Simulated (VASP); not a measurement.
# Ti (Fmmm) in VASP: single point with PBEsol

Aim: the single point of Ti with PBEsol.

Program: VASP 6.6.1. These are calculated values, not measurements. Logs are shortened: lines on timing, memory, paths and dates and some standing lists are left out, and cuts for length are marked.

## Step 1: The cell of the first run

Symmetry: Fmmm, No. 69, orthorhombic system. Conventional cell: a = 4.030 Å, b = 4.060 Å, c = 4.090 Å, α = 90.00°, β = 90.00°, γ = 90.00°. Ti (site symmetry mmm) has 12 Ti at 2.86 to 2.88 Å within 3.8 Å.

## Step 2: Single point, PBEsol (strain +0.0075 x Voigt [1, -1, 0, 0, 0, 0])

Contents of INCAR:

```
SYSTEM = Ti
ALGO = Fast
EDIFF = 1E-6
ENCUT = 520
GGA = PS
ISIF = 2
ISMEAR = 0
LASPH = .TRUE.
LCHARG = .FALSE.
LREAL = .FALSE.
LWAVE = .FALSE.
NBANDS = 12
NELM = 100
PREC = Accurate
SIGMA = 0.15
```

Contents of KPOINTS:

```
k-points
0
G
  20 20 20
  0 0 0
```

Contents of POSCAR:

```
Ti
1.0
    0.0000000000      2.0147750000      2.0300000000
    2.0452250000      0.0000000000      2.0300000000
    2.0452250000      2.0147750000      0.0000000000
Ti
1
Direct
    0.0000000000      0.0000000000      0.0000000000
```

Potentials or basis: VASP PAW PBE potentials, release 64 (Ti_sv).

The run is started by

```console
> cat potpaw_PBE.64/Ti_sv/POTCAR > POTCAR
> mpirun -np 1 vasp_std > vasp.out
```

OUTCAR:

```text
SYSTEM = Ti
   EDIFF = 1E-6
   ENCUT = 520
   GGA = PS
   ISIF = 2
   ISMEAR = 0
   LASPH = .TRUE.
   LREAL = .FALSE.
   NELM = 100
   PREC = Accurate

 ion  position               nearest neighbor table
   1  0.000  0.000  0.000-

  LATTYP: Found a face centered orthorhombic cell.
 ALAT       =     4.0295500000
 B/A-ratio  =     1.0075566751
 C/A-ratio  =     1.0151133501

  Lattice vectors:

 A1 = (  -2.0452250000,   0.0000000000,  -2.0300000000)
 A2 = (  -2.0452250000,   2.0147750000,   0.0000000000)
 A3 = (   0.0000000000,   2.0147750000,  -2.0300000000)

Analysis of symmetry for initial positions (statically):
=====================================================================
 Subroutine PRICEL returns:
 Original cell was already a primitive cell.

 Routine SETGRP: Setting up the symmetry group for a
 face centered orthorhombic supercell.

 Subroutine GETGRP returns: Found  8 space group operations
 (whereof  8 operations were pure point group operations)
 out of a pool of  8 trial point group operations.

The static configuration has the point symmetry D_2h.

Analysis of symmetry for dynamics (positions and initial velocities):
=====================================================================
 Subroutine PRICEL returns:
 Original cell was already a primitive cell.

 Routine SETGRP: Setting up the symmetry group for a
 face centered orthorhombic supercell.

 Subroutine GETGRP returns: Found  8 space group operations
 (whereof  8 operations were pure point group operations)
 out of a pool of  8 trial point group operations.

The dynamic configuration has the point symmetry D_2h.

 Subroutine INISYM returns: Found  8 space group operations
 (whereof  8 operations are pure point group operations),
 and found     1 'primitive' translations

----------------------------------------------------------------------------------------

                                     Primitive cell

  volume of cell :      16.7299

  direct lattice vectors                    reciprocal lattice vectors
     0.000000000  2.014775000  2.030000000    -0.244471880  0.248166669  0.246305419
     2.045225000  0.000000000  2.030000000     0.244471880 -0.248166669  0.246305419
     2.045225000  2.014775000  0.000000000     0.244471880  0.248166669 -0.246305419

  length of vectors
     2.860108092  2.881639343  2.870934273     0.426637498  0.426637498  0.426637498

  position of ions in fractional coordinates (direct lattice)
     0.000000000  0.000000000  0.000000000

  ion indices of the primitive-cell ions
   primitive index   ion index
                 1           1

----------------------------------------------------------------------------------------

 KPOINTS: k-points

Automatic generation of k-mesh.
 Grid dimensions read from file:
 generate k-points for:   20   20   20

 Generating k-lattice:

  Cartesian coordinates                     Fractional coordinates (reciprocal lattice)
    -0.012223594  0.012408333  0.012315271     0.050000000  0.000000000  0.000000000
     0.012223594 -0.012408333  0.012315271    -0.000000000  0.050000000 -0.000000000
     0.012223594  0.012408333 -0.012315271     0.000000000  0.000000000  0.050000000

  Length of vectors
     0.021331875  0.021331875  0.021331875

  Shift w.r.t. Gamma in fractional coordinates (k-lattice)
     0.000000000  0.000000000  0.000000000

 Subroutine IBZKPT returns following result:
 ===========================================

 Found   1166 irreducible k-points:

 Following reciprocal coordinates:
            Coordinates               Weight
  0.000000  0.000000  0.000000      1.000000
  0.050000  0.000000 -0.000000      8.000000
  0.100000  0.000000  0.000000      8.000000
  0.150000  0.000000 -0.000000      8.000000
  0.200000  0.000000  0.000000      8.000000
  0.250000  0.000000  0.000000      8.000000
[... 16 lines left out ...]
 -0.400000  0.050000  0.000000      8.000000
 -0.350000  0.050000  0.000000      8.000000
 [... further k-points ...]
   k-points           NKPTS =   1166   k-points in BZ     NKDIM =   1166   number of bands    NBANDS=     12
   number of dos      NEDOS =    301   number of ions     NIONS =      1
   total plane-waves  NPLWV =  13824
   dimension x,y,z NGX =    24 NGY =   24 NGZ =   24
   dimension x,y,z NGXF=    48 NGYF=   48 NGZF=   48
   ions per type =               1
   NGX,Y,Z   is equivalent  to a cutoff of  13.95, 13.85, 13.90 a.u.
   NGXF,Y,Z  is equivalent  to a cutoff of  27.90, 27.69, 27.80 a.u.
 SYSTEM =  Ti
   PREC   = accura    normal or accurate (medium, high low for compatibility)
   ISTART =      0    job   : 0-new  1-cont  2-samecut
   ICHARG =      2    charge: 1-file 2-atom 10-const
   ISPIN  =      1    spin polarized calculation?
   LNONCOLLINEAR =      F non collinear calculations
   LSORBIT =      F    spin-orbit coupling
   LASPH  =      T    aspherical Exc in radial PAW
   ENCUT  =  520.0 eV  38.22 Ry    6.18 a.u.   5.32  5.36  5.34*2*pi/ulx,y,z
   NELM   =    100;   NELMIN=  2; NELMDL= -5     # of ELM steps
   EDIFF  = 0.1E-05   stopping-criterion for ELM
   LREAL  =      F    real-space projection
   EDIFFG = 0.1E-04   stopping-criterion for IOM
   NSW    =      0    number of steps for IOM
   IBRION =     -1    ionic relax: 0-MD 1-quasi-New 2-CG
   NFREE  =      0    steps in history (QN), initial steepest desc. (CG)
   ISIF   =      2    stress and relaxation
   ISYM   =      2    0-nonsym 1-usesym 2-fastsym
   POTIM  = 0.5000    time-step for ionic-motion
   TEBEG  =    0.0;   TEEND  =   0.0 temperature during run
   PSTRESS=    0.0 pullay stress
   NELECT =      12.0000    total number of electrons
   NUPDOWN=      -1.0000    fix difference up-down
   EMIN   =  10.00;   EMAX   =-10.00  energy-range for DOS
   EFERMI =   0.00;   METHOD = LEGACY
   ISMEAR =     0;   SIGMA  =   0.15  broadening in eV -4-tet -1-fermi 0-gaus
   EFERMI_NEDOS =   21; number of points for ismear=-14 and -15
   IALGO  =     68    algorithm
   IMIX   =      4    mixing-type and parameters
     AMIX     =   0.40;   BMIX     =  1.00
     AMIX_MAG =   1.60;   BMIX_MAG =  1.00
  volume/ion in A,a.u.               =      16.73       112.90
  Fermi-wavevector in a.u.,A,eV,Ry     =   1.465449  2.769297 29.219063  2.147541
  Thomas-Fermi vector in A             =   2.581304
   LORBIT       =      0    0 simple, 1 ext, 2 COOP (PROOUT), +10 PAW based schemes
   GGA     = PS    functional components
   LHFCALC =     F    Hartree Fock is set to
   AEXX    =    0.0000 exact exchange contribution
   IVDW    =     0    specifies the selected vdW correction
   LEPSILON=     F    determine dielectric tensor
   LRPA    =     F    only Hartree local field effects (RPA)
 non-spin polarized calculation
 RMM-DIIS sequential band-by-band and
 Gauss-broadening in eV      SIGMA  =   0.15
  energy-cutoff  :      520.00
  volume of cell :       16.73
 maximum number of plane-waves:       464
 NGX is ok and might be reduce to    24
   NGX = 11   NGY = 11   NGZ = 11

 number of electron      12.0000002 magnetization

 Free energy of the ion-electron system (eV)
  ---------------------------------------------------
  ext. energy  EPLUGINS =         0.00000000
  ---------------------------------------------------
  free energy    TOTEN  =        -8.29247956 eV

  energy without entropy =       -8.27375573  energy(sigma->0) =       -8.28311764

 E-fermi :   8.4961     XC(G=0): -11.8161

 val. band max:        8.4954098918   @ k =  -0.2000  -0.0000   0.1000
 cond. band min:       8.4964494290   @ k =   0.2500  -0.4500   0.2000
 fundamental gap:      0.0010395372
 Fermi energy:         8.4960722114

 k-point     1 :       0.0000    0.0000    0.0000
  band No.  band energies     occupation
      1     -47.9194      2.00000
      2     -23.8282      2.00000
      3     -23.8267      2.00000
      4     -23.8253      2.00000
      5       2.3104      2.00000
      6       9.3335      0.00000
      7       9.3962      0.00000
      8       9.4571      0.00000
      9      11.0409      0.00000
     10      11.1657      0.00000
     11      23.9739      0.00000
     12      28.4183      0.00000

 k-point     2 :       0.0500    0.0000   -0.0000
  band No.  band energies     occupation
      1     -47.9159      2.00000
      2     -23.8463      2.00000
      3     -23.8301      2.00000
      4     -23.8281      2.00000
      5       2.3947      2.00000
      6       9.3177      0.00000
      7       9.4056      0.00000
      8       9.4726      0.00000
      9      11.0212      0.00000
     10      11.1435      0.00000
     11      24.0521      0.00000
     12      27.8740      0.00000

 k-point     3 :       0.1000    0.0000    0.0000
  band No.  band energies     occupation
      1     -47.9057      2.00000
      2     -23.9026      2.00000
      3     -23.8376      2.00000
      4     -23.8346      2.00000
      5       2.6427      2.00000
      6       9.1879      0.00000
      7       9.4776      0.00000
      8       9.5501      0.00000
      9      10.9754      0.00000
     10      11.0891      0.00000
     11      24.2250      0.00000
     12      26.5654      0.00000
[... 286 lines left out ...]
 k-point    23 :      -0.4000    0.0500    0.0000
  band No.  band energies     occupation
      1     -47.7824      2.00000
      2     -24.5375      2.00000
      3     -23.9381      2.00000
      4     -23.9136      2.00000
      5       5.7359      2.00000
      6       8.8005      0.00410
      7       9.2690      0.00000
      8       9.4023      0.00000
      9      11.9564      0.00000
     10      12.2966      0.00000
     11      17.8316      0.00000
     12      23.4833      0.00000

 k-point    24 :      -0.3500    0.0500    0.0000
  band No.  band energies     occupation
      1     -47.7967      2.00000
      2     -24.4658      2.00000
      3     -23.9302      2.00000
      4     -23.9021      2.00000
      5       5.4559      2.00000
      6       8.5633      0.52647
      7       9.3402      0.00000
      8       9.4899      0.00000
      9      11.6654      0.00000
     10      12.0726      0.00000
     11      18.8482      0.00000
     12      23.8055      0.00000

 [... further k-points ...]

------------------------ aborting loop because EDIFF is reached ----------------------------------------

  FORCE on cell =-STRESS in cart. coord.  units (eV):
  Direction    XX          YY          ZZ          XY          YZ          ZX
  --------------------------------------------------------------------------------------
  -------------------------------------------------------------------------------------
  Total       -0.0871938     -0.0301609     -0.0587015      0.0000000      0.0000000      0.0000000
  in kB       -8.3503087     -2.8884219     -5.6216812      0.0000000      0.0000000      0.0000000
  external PRESSURE =      -5.6201373 kB  Pullay stress =       0.0000000 kB

 VOLUME and BASIS-vectors are now :
 -----------------------------------------------------------------------------
  energy-cutoff  :      520.00
  volume of cell :       16.73
      direct lattice vectors                 reciprocal lattice vectors
     0.000000000  2.014775000  2.030000000    -0.244471880  0.248166669  0.246305419
     2.045225000  0.000000000  2.030000000     0.244471880 -0.248166669  0.246305419
     2.045225000  2.014775000  0.000000000     0.244471880  0.248166669 -0.246305419

 POSITION                                       TOTAL-FORCE (eV/Angst)
 -----------------------------------------------------------------------------------
      0.00000      0.00000      0.00000         0.000000      0.000000      0.000000
 -----------------------------------------------------------------------------------
    total drift:                                0.000000      0.000000      0.000000

  FREE ENERGIE OF THE ION-ELECTRON SYSTEM (eV)
  ---------------------------------------------------
  free  energy   TOTEN  =        -8.2924795574 eV

  energy  without entropy=       -8.2737557315  energy(sigma->0) =       -8.28311764
```

It took 2.1 min on 1 thread of Intel Xeon 6975P-C (Granite Rapids), shared host; peak memory 0.33 GiB.

What came out:

```
Free energy            : -8.2925 eV
Pressure               : -0.6 GPa
Band gap on the k mesh : zero (band 6 reaches 9.37 eV, above the bottom of band 7 at 8.06 eV)
```

Caveat: the cell differs from its parent crystal (strain +0.0075 x Voigt [1, -1, 0, 0, 0, 0]); the PAW data sets were made with another functional, which shifts forces and pressure a little.
